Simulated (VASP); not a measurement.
Input of a VASP 6.6.1 run:

File INCAR:

```
SYSTEM = Hf
  PREC = Accurate
  ENCUT = 520
  EDIFF = 1E-6
  ISMEAR = 0
  SIGMA = 0.15
  LREAL = .FALSE.
  LASPH = .TRUE.
  NELM = 100
  ALGO = Fast
  ISIF = 2
  LWAVE = .FALSE.
  LCHARG = .FALSE.
  GGA = PS
  NBANDS = 17
```

The input KPOINTS:

```
Automatic mesh
0
G
  18 18 10
  0 0 0
```

Contents of POSCAR:

```
Hf
1.0
    3.1966985242      0.0000000000      0.0000000000
   -1.5983492621      2.7684221302      0.0000000000
    0.0000000000      0.0000000000      5.0578000000
Hf
2
Direct
    0.3333333333      0.6666666667      0.1610285104
    0.6666666667      0.3333333333      0.7500000000
```

Potentials or basis: VASP PAW PBE potentials, release 64 (Hf_pv).

Command:

```bash
$ cat potpaw_PBE.64/Hf_pv/POTCAR > POTCAR
$ mpirun -np 1 vasp_std > vasp.out
```

Task: Predict the largest force.

Result: 3.216 eV/Å.

Task: Estimate the band gap on the k mesh.

Result: Zero (bands 10 and 11 overlap by 1.11 eV).

Task: What does it give for the pressure?

Result: 4.5 GPa.

Forces in eV/Å, atoms in the order of the input:
```
Hf   0.000  0.000  3.216
Hf   0.000  0.000 -3.216
```

Caveat: the cell differs from its parent crystal (atom 1 (Hf) moved by (+0.000, -0.450) A along [1 1 0] and z); the stress differs along the axes, from 1 to 11 GPa; the PAW data sets were made with another functional, which shifts forces and pressure a little; spin-orbit coupling is left out, which moves the levels of the heavy elements.
